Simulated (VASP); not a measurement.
InSb3, 4 atoms in the cell. It takes space group Pm-3m (No. 221, cubic). Conventional cell: a = 5.060 Å, b = 5.060 Å, c = 5.060 Å, α = 90.00°, β = 90.00°, γ = 90.00°. In (site symmetry m-3m) has 6 Sb at 2.53 Å within 3.3 Å. Sb (site symmetry 4/mmm) has 2 In at 2.53 Å within 3.3 Å. 

```yaml
Program: VASP 6.6.1
Task: single point
Functional: PBEsol
Potentials_or_basis: VASP PAW PBE potentials, release 64 (In_d, Sb)
Cutoff: 500 eV
k_mesh: 4 × 4 × 4
Occupations: gaussian, width 0.01 eV
Spin: no spin polarisation
Dipole_correction: no
Further_INCAR_settings: ALGO = Normal; EDIFF = 1e-06; NBANDS = 22
```

Potentials or basis: VASP PAW PBE potentials, release 64 (In_d, Sb).

Launch:

```bash
$ cat potpaw_PBE.64/In_d/POTCAR potpaw_PBE.64/Sb/POTCAR > POTCAR
$ mpirun -np 1 vasp_std > vasp.out
```

Hardware: 1 thread of Intel Xeon 8259CL, with other jobs on the host.

Task: Estimate the wall time of this run.

Result: It took 43 s on 1 thread of Intel Xeon 8259CL, with other jobs on the host, peak memory 0.25 GiB. Counts: scf iterations 14, k points 10.
